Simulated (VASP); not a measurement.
# Co (Im-3m) in VASP: single point with PBE

Aim: the single point of Co with PBE.

Everything below comes from runs of VASP 6.6.1. Logs are shortened: lines on timing, memory, paths and dates and some standing lists are left out, and cuts for length are marked.

### 1 The cell of the first run

It takes space group Im-3m (No. 229, cubic). The conventional cell has a = 2.820 Å, b = 2.820 Å, c = 2.820 Å, α = 90.00°, β = 90.00°, γ = 90.00°. Within 3.2 Å of Co (site symmetry m-3m) lie 14 Co at 2.44 to 2.82 Å.

### 2 Single point, PBE, collinear spin, antiferromagnetic start

The input, INCAR:

```
SYSTEM = Co
ALGO = Normal ; EDIFF = 1E-6
ENCUT = 600 ; GGA = PE
GGA_COMPAT = .FALSE. ; ISIF = 2
ISMEAR = -1 ; ISPIN = 2
LASPH = .TRUE. ; LCHARG = .FALSE.
LMAXMIX = 4 ; LORBIT = 11
LREAL = .FALSE. ; LWAVE = .FALSE.
MAGMOM = 1.7 -1.7 ; NBANDS = 20
NELM = 200 ; PREC = Accurate
SIGMA = 0.05
```

The input, KPOINTS:

```
k-points
0
G
  6 6 6
  0 0 0
```

The input, POSCAR:

```
Co
1.0
    2.8200000000      0.0000000000      0.0000000000
    0.0000000000      2.8200000000      0.0000000000
    0.0000000000      0.0000000000      2.8200000000
Co
2
Direct
    0.0000000000      0.0000000000      0.0000000000
    0.5000000000      0.5000000000      0.5000000000
```

Potentials or basis: VASP PAW PBE potentials, release 64 (Co).

Started as:

```sh
cat potpaw_PBE.64/Co/POTCAR > POTCAR
mpirun -np 1 vasp_std > vasp.out
```

OUTCAR:

```text
SYSTEM = Co
   EDIFF = 1E-6
   ENCUT = 600
   GGA = PE
   ISIF = 2
   ISMEAR = -1
   ISPIN = 2
   LASPH = .TRUE.
   LORBIT = 11
   LREAL = .FALSE.
   NELM = 200
   PREC = Accurate

 ion  position               nearest neighbor table
   1  0.000  0.000  0.000-   2 2.44   2 2.44   2 2.44   2 2.44   2 2.44   2 2.44   2 2.44   2 2.44

   2  0.500  0.500  0.500-   1 2.44   1 2.44   1 2.44   1 2.44   1 2.44   1 2.44   1 2.44   1 2.44

  LATTYP: Found a simple cubic cell.
 ALAT       =     2.8200000000

  Lattice vectors:

 A1 = (   2.8200000000,   0.0000000000,   0.0000000000)
 A2 = (   0.0000000000,   2.8200000000,   0.0000000000)
 A3 = (   0.0000000000,   0.0000000000,   2.8200000000)

Analysis of symmetry for initial positions (statically):
=====================================================================
 Subroutine PRICEL returns following result:

  LATTYP: Found a body centered cubic cell.
 ALAT       =     2.8200000000

  Lattice vectors:

 A1 = (   1.4100000000,   1.4100000000,  -1.4100000000)
 A2 = (  -1.4100000000,   1.4100000000,   1.4100000000)
 A3 = (   1.4100000000,  -1.4100000000,   1.4100000000)

   2 primitive cells build up your supercell.

 Routine SETGRP: Setting up the symmetry group for a
 simple cubic supercell.

 Subroutine GETGRP returns: Found 48 space group operations
 (whereof 48 operations were pure point group operations)
 out of a pool of 48 trial point group operations.

The static configuration has the point symmetry O_h .

Analysis of symmetry for dynamics (positions and initial velocities):
=====================================================================
 Subroutine PRICEL returns following result:

  LATTYP: Found a body centered cubic cell.
 ALAT       =     2.8200000000

  Lattice vectors:

 A1 = (   1.4100000000,   1.4100000000,  -1.4100000000)
 A2 = (  -1.4100000000,   1.4100000000,   1.4100000000)
 A3 = (   1.4100000000,  -1.4100000000,   1.4100000000)

   2 primitive cells build up your supercell.

 Routine SETGRP: Setting up the symmetry group for a
 simple cubic supercell.

 Subroutine GETGRP returns: Found 48 space group operations
 (whereof 48 operations were pure point group operations)
 out of a pool of 48 trial point group operations.

The dynamic configuration has the point symmetry O_h .

Analysis of structural, dynamic, and magnetic symmetry:
=====================================================================
 Subroutine PRICEL returns following result:

  LATTYP: Found a body centered cubic cell.
 ALAT       =     2.8200000000

  Lattice vectors:

 A1 = (   1.4100000000,   1.4100000000,  -1.4100000000)
 A2 = (  -1.4100000000,   1.4100000000,   1.4100000000)
 A3 = (   1.4100000000,  -1.4100000000,   1.4100000000)

   2 primitive cells build up your supercell.

 Routine SETGRP: Setting up the symmetry group for a
 simple cubic supercell.

 Subroutine GETGRP returns: Found 48 space group operations
 (whereof 48 operations were pure point group operations)
 out of a pool of 48 trial point group operations.

The overall configuration has the point symmetry O_h .

 Subroutine INISYM returns: Found 48 space group operations
 (whereof 48 operations are pure point group operations),
 and found     2 'primitive' translations

----------------------------------------------------------------------------------------

                                     Primitive cell

  volume of cell :      11.2129

  direct lattice vectors                    reciprocal lattice vectors
     1.410000000  1.410000000 -1.410000000     0.354609929  0.354609929  0.000000000
    -1.410000000  1.410000000  1.410000000    -0.000000000  0.354609929  0.354609929
     1.410000000 -1.410000000  1.410000000     0.354609929  0.000000000  0.354609929

  length of vectors
     2.442191639  2.442191639  2.442191639     0.501494171  0.501494171  0.501494171

  position of ions in fractional coordinates (direct lattice)
     0.000000000  0.000000000  0.000000000

  ion indices of the primitive-cell ions
   primitive index   ion index
                 1           1

----------------------------------------------------------------------------------------

 KPOINTS: k-points

Automatic generation of k-mesh.
 Grid dimensions read from file:
 generate k-points for:    6    6    6

 Generating k-lattice:

  Cartesian coordinates                     Fractional coordinates (reciprocal lattice)
     0.059101655  0.000000000  0.000000000     0.166666667  0.000000000  0.000000000
     0.000000000  0.059101655  0.000000000     0.000000000  0.166666667  0.000000000
     0.000000000  0.000000000  0.059101655     0.000000000  0.000000000  0.166666667

  Length of vectors
     0.059101655  0.059101655  0.059101655

  Shift w.r.t. Gamma in fractional coordinates (k-lattice)
     0.000000000  0.000000000  0.000000000

 Subroutine IBZKPT returns following result:
 ===========================================

 Found     20 irreducible k-points:

 Following reciprocal coordinates:
            Coordinates               Weight
  0.000000  0.000000  0.000000      1.000000
  0.166667  0.000000  0.000000      6.000000
  0.333333  0.000000  0.000000      6.000000
  0.500000  0.000000  0.000000      3.000000
  0.166667  0.166667  0.000000     12.000000
  0.333333  0.166667  0.000000     24.000000
[... 12 lines left out ...]
  0.500000  0.500000  0.333333      6.000000
  0.500000  0.500000  0.500000      1.000000
   k-points           NKPTS =     20   k-points in BZ     NKDIM =     20   number of bands    NBANDS=     20
   number of dos      NEDOS =    301   number of ions     NIONS =      2
   total plane-waves  NPLWV =  13824
   dimension x,y,z NGX =    24 NGY =   24 NGZ =   24
   dimension x,y,z NGXF=    48 NGYF=   48 NGZF=   48
   ions per type =               2
   NGX,Y,Z   is equivalent  to a cutoff of  14.15, 14.15, 14.15 a.u.
   NGXF,Y,Z  is equivalent  to a cutoff of  28.30, 28.30, 28.30 a.u.
 SYSTEM =  Co
   PREC   = accura    normal or accurate (medium, high low for compatibility)
   ISTART =      0    job   : 0-new  1-cont  2-samecut
   ICHARG =      2    charge: 1-file 2-atom 10-const
   ISPIN  =      2    spin polarized calculation?
   LNONCOLLINEAR =      F non collinear calculations
   LSORBIT =      F    spin-orbit coupling
   LASPH  =      T    aspherical Exc in radial PAW
   ENCUT  =  600.0 eV  44.10 Ry    6.64 a.u.   5.63  5.63  5.63*2*pi/ulx,y,z
   NELM   =    200;   NELMIN=  2; NELMDL= -5     # of ELM steps
   EDIFF  = 0.1E-05   stopping-criterion for ELM
   LREAL  =      F    real-space projection
   EDIFFG = 0.1E-04   stopping-criterion for IOM
   NSW    =      0    number of steps for IOM
   IBRION =     -1    ionic relax: 0-MD 1-quasi-New 2-CG
   NFREE  =      0    steps in history (QN), initial steepest desc. (CG)
   ISIF   =      2    stress and relaxation
   ISYM   =      2    0-nonsym 1-usesym 2-fastsym
   POTIM  = 0.5000    time-step for ionic-motion
   TEBEG  =    0.0;   TEEND  =   0.0 temperature during run
   PSTRESS=    0.0 pullay stress
   NELECT =      18.0000    total number of electrons
   NUPDOWN=      -1.0000    fix difference up-down
   EMIN   =  10.00;   EMAX   =-10.00  energy-range for DOS
   EFERMI =   0.00;   METHOD = LEGACY
   ISMEAR =    -1;   SIGMA  =   0.05  broadening in eV -4-tet -1-fermi 0-gaus
   EFERMI_NEDOS =   21; number of points for ismear=-14 and -15
   IALGO  =     38    algorithm
   IMIX   =      4    mixing-type and parameters
     AMIX     =   0.40;   BMIX     =  1.00
     AMIX_MAG =   1.60;   BMIX_MAG =  1.00
  volume/ion in A,a.u.               =      11.21        75.67
  Fermi-wavevector in a.u.,A,eV,Ry     =   1.521423  2.875072 31.493773  2.314727
  Thomas-Fermi vector in A             =   2.630140
   LORBIT       =     11    0 simple, 1 ext, 2 COOP (PROOUT), +10 PAW based schemes
   GGA     = PE    functional components
   LHFCALC =     F    Hartree Fock is set to
   AEXX    =    0.0000 exact exchange contribution
   IVDW    =     0    specifies the selected vdW correction
   LEPSILON=     F    determine dielectric tensor
   LRPA    =     F    only Hartree local field effects (RPA)
 spin polarized calculation
  energy-cutoff  :      600.00
  volume of cell :       22.43
 maximum number of plane-waves:       768
 NGX is ok and might be reduce to    24
   NGX = 11   NGY = 11   NGZ = 11

 number of electron      17.9999989 magnetization      -0.0000000

 number of electron      17.9999989 magnetization       0.0000000

 Free energy of the ion-electron system (eV)
  ---------------------------------------------------
  ext. energy  EPLUGINS =         0.00000000
  ---------------------------------------------------
  free energy    TOTEN  =       -13.26632640 eV

  energy without entropy =      -13.22803299  energy(sigma->0) =      -13.24717970

 E-fermi :   9.7194     XC(G=0): -13.2172

 val. band max:        9.7152394132   @ k =   0.3333   0.0000   0.0000
 cond. band min:       9.7303814960   @ k =   0.3333   0.1667   0.1667
 fundamental gap:      0.0151420828
 Fermi energy:         9.7193683369

 spin component 1

 k-point     1 :       0.0000    0.0000    0.0000
  band No.  band energies     occupation
      1       1.0782      1.00000
      2       5.6341      1.00000
      3       5.6341      1.00000
      4       7.8811      1.00000
      5       7.8811      1.00000
      6       7.8811      1.00000
[... 436 lines left out ...]
      6       7.1800      1.00000
[... 12 lines left out ...]
     19      47.3070      0.00000
     20      49.0965      0.00000
 Fermi energy:         9.7193683369

 spin component 2

 k-point     1 :       0.0000    0.0000    0.0000
  band No.  band energies     occupation
      1       1.0782      1.00000
      2       5.6341      1.00000
      3       5.6341      1.00000
      4       7.8811      1.00000
      5       7.8811      1.00000
      6       7.8811      1.00000
[... 449 lines left out ...]
     19      47.3070      0.00000
     20      49.0965      0.00000

------------------------ aborting loop because EDIFF is reached ----------------------------------------

  FORCE on cell =-STRESS in cart. coord.  units (eV):
  Direction    XX          YY          ZZ          XY          YZ          ZX
  --------------------------------------------------------------------------------------
  -------------------------------------------------------------------------------------
  Total       -1.4012819     -1.4012819     -1.4012819      0.0000000      0.0000000      0.0000000
  in kB     -100.1126055   -100.1126055   -100.1126055      0.0000000      0.0000000      0.0000000
  external PRESSURE =    -100.1126055 kB  Pullay stress =       0.0000000 kB

 VOLUME and BASIS-vectors are now :
 -----------------------------------------------------------------------------
  energy-cutoff  :      600.00
  volume of cell :       22.43
      direct lattice vectors                 reciprocal lattice vectors
     2.820000000  0.000000000  0.000000000     0.354609929  0.000000000  0.000000000
     0.000000000  2.820000000  0.000000000     0.000000000  0.354609929  0.000000000
     0.000000000  0.000000000  2.820000000     0.000000000  0.000000000  0.354609929

 POSITION                                       TOTAL-FORCE (eV/Angst)
 -----------------------------------------------------------------------------------
      0.00000      0.00000      0.00000         0.000000      0.000000      0.000000
      1.41000      1.41000      1.41000        -0.000000     -0.000000     -0.000000
 -----------------------------------------------------------------------------------
    total drift:                                0.000000      0.000000     -0.000000

  FREE ENERGIE OF THE ION-ELECTRON SYSTEM (eV)
  ---------------------------------------------------
  free  energy   TOTEN  =       -13.2663263974 eV

  energy  without entropy=      -13.2280329949  energy(sigma->0) =      -13.24717970

 total charge

# of ion       s       p       d       tot
------------------------------------------
    1        0.468   0.477   7.271   8.216
    2        0.468   0.477   7.271   8.216
--------------------------------------------------
tot          0.936   0.955  14.542  16.432

 magnetization (x)

# of ion       s       p       d       tot
------------------------------------------
    1        0.011   0.013   0.863   0.887
    2       -0.011  -0.013  -0.863  -0.887
--------------------------------------------------
tot          0.000   0.000  -0.000  -0.000
```

Wall time 35 s (1 thread of Intel Xeon 8259CL, shared host); peak memory 0.15 GiB.

What came out:

- Free energy: -13.2663 eV
- Pressure: -10.0 GPa
- Band gap on the k mesh: zero (filled and empty bands overlap)
- Net moment: 0.00 μB per cell
- Site moments: Co +0.89, -0.89 μB
- Valence electrons inside the program's atomic spheres: Co 8.22

Levels at points of the mesh, in eV from the Fermi level:
Spin up:
| k point | band 7 | band 8 | band 9 | band 10 | band 11 | band 12 |
| --- | --- | --- | --- | --- | --- | --- |
| (0.00, 0.00, 0.00) | -0.29 | -0.29 | 0.52 | 0.52 | 0.52 | 9.77 |
| (0.50, 0.00, 0.00) | -1.06 | -1.06 | -1.05 | -0.31 | 0.16 | 1.14 |
| (0.50, 0.50, 0.00) | -0.08 | 0.34 | 0.34 | 0.42 | 0.74 | 0.74 |
| (0.50, 0.50, 0.50) | -0.73 | -0.73 | 0.46 | 0.46 | 8.42 | 8.42 |
Spin down:
```
           k point  band 6  band 7  band 8  band 9  band 10  band 11  band 12  band 13
(0.00, 0.00, 0.00)   -1.84   -0.29   -0.29    0.52     0.52     0.52     9.77     9.77
(0.50, 0.00, 0.00)   -1.71   -1.06   -1.06   -1.05    -0.31     0.16     1.14    16.90
(0.50, 0.50, 0.00)   -0.67   -0.08    0.34    0.34     0.42     0.74     0.74     7.12
(0.50, 0.50, 0.50)   -2.54   -0.73   -0.73    0.46     0.46     8.42     8.42     8.42
```

Caveat: the k points lie up to 0.37 Å⁻¹ apart.
